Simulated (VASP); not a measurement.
Crystal: AlN.

```
Al N
1.0
     3.07563    0.00000    0.00000
    -1.53781    2.66357    0.00000
     0.00000    0.00000    4.92881
Al N
2 2
Direct
  0.33333 0.66667 0.99660
  0.66667 0.33333 0.49660
  0.33333 0.66667 0.37840
  0.66667 0.33333 0.87840
```

This cell differs from its parent crystal: strain -1.0%.

Base run:

- Program: VASP 6.6.1
- Functional: r2SCAN
- Potentials or basis: VASP PAW PBE potentials, release 64 (Al, N)
- Cutoff: 520 eV
- k mesh: 12 × 12 × 6
- Occupations: gaussian, width 0.01 eV
- Spin: no spin polarisation

Its results: band gap on the k mesh 5.20 eV; pressure 6.4 GPa.

The run is repeated on the same cell with these changes: functional from r2SCAN to PBE; occupations from gaussian, width 0.01 eV to fermi-dirac, width 0.02 eV. What comes out?

Band gap on the k mesh 4.51 eV; pressure 11.2 GPa.

Caveats: the cell stands under pressure; the PAW data sets were made with another functional, which shifts forces and pressure a little (at least some runs).

A k mesh can miss the band edges.
